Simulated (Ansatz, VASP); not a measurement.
# Two plane-wave programs on InAs

```
In As
1.0
     0.00000    3.13383    3.13383
     3.13383    0.00000    3.13383
     3.13383    3.13383    0.00000
In As
1 1
Direct
  0.00000 0.00000 0.00000
  0.75000 0.75000 0.75000
```

Alike in both runs: task single point; functional PBE; k mesh 10 × 10 × 10; occupations gaussian, width 0.05 eV; no spin polarisation.

|  | VASP | Ansatz |
| --- | --- | --- |
| version | VASP 6.6.1 | Ansatz 0.2.0 |
| potentials or method | VASP PAW PBE potentials, release 64 (In_d, As), cutoff 520 eV | scalar-relativistic, plane waves, PAW |
| valence electrons in the cell | 18 | 28 |

|  | VASP | Ansatz | Ansatz less VASP |
| --- | --- | --- | --- |
| gap on the k mesh at the Fermi level (eV) | none | none | - |
| pressure (GPa) | -1.7 | -1.7 | -0.03 |

A gap of «none» marks a metal or a gap that the smearing closes. VASP's potentials hold 18 valence electrons a cell and Ansatz's 28, so a difference there can come from the potentials and not from the codes.
